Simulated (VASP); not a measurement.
Set up this calculation in VASP 6.6.1, as the native input.

- Task: single point
- Functional: revPBE
- Potentials or basis: VASP PAW PBE potentials, release 64 (Tl_d)
- Cutoff: 520 eV
- k mesh: 7 × 7 × 10
- Occupations: fermi-dirac, width 0.1 eV
- Spin: no spin polarisation
- Dipole correction: no
- Further INCAR settings: ALGO = Normal; EDIFF = 1e-06; NBANDS = 26

The structure of Tl lies in POSCAR:

```
Tl
1.0
    5.8778073020      0.0000000000      0.0000000000
   -2.9389036510      5.0903304420      0.0000000000
    0.0000000000      0.0000000000      3.6143222566
Tl
3
Direct
    1.0000000000      1.0000000000      1.0000000000
    0.3333333333      0.6666666667      0.5000000000
    0.6666666667      0.3333333333      0.5000000000
```

This isn't the form of Tl at room conditions, which is hcp.

One way to write it, as run:

INCAR

```
  PREC = Accurate
  ENCUT = 520
  EDIFF = 1E-6
  ISMEAR = -1
  SIGMA = 0.1
  LREAL = F
  LASPH = T
  NELM = 80
  ALGO = Normal
  ISIF = 2
  LWAVE = F
  LCHARG = T
  GGA = RE
  LELF = T
  LVHAR = T
  NBANDS = 26
```

KPOINTS

```
regular mesh
0
Gamma
  7 7 10
```

Potentials or basis: VASP PAW PBE potentials, release 64 (Tl_d).

Run with:

```console
$ cat potpaw_PBE.64/Tl_d/POTCAR > POTCAR
$ mpirun -np 1 vasp_std > vasp.out
```

It gave:

The pressure is -1.3 GPa. The band gap on the k mesh is zero (an odd number of electrons rules out a gap without spin polarisation).

Caveat: the PAW data sets were made with another functional, which shifts forces and pressure a little; spin-orbit coupling is left out, which moves the levels of the heavy elements.

It took 45 s on 1 thread of Intel(R) Xeon(R) 6975P-C (Granite Rapids), with other jobs on the host, peak memory 0.29 GiB.
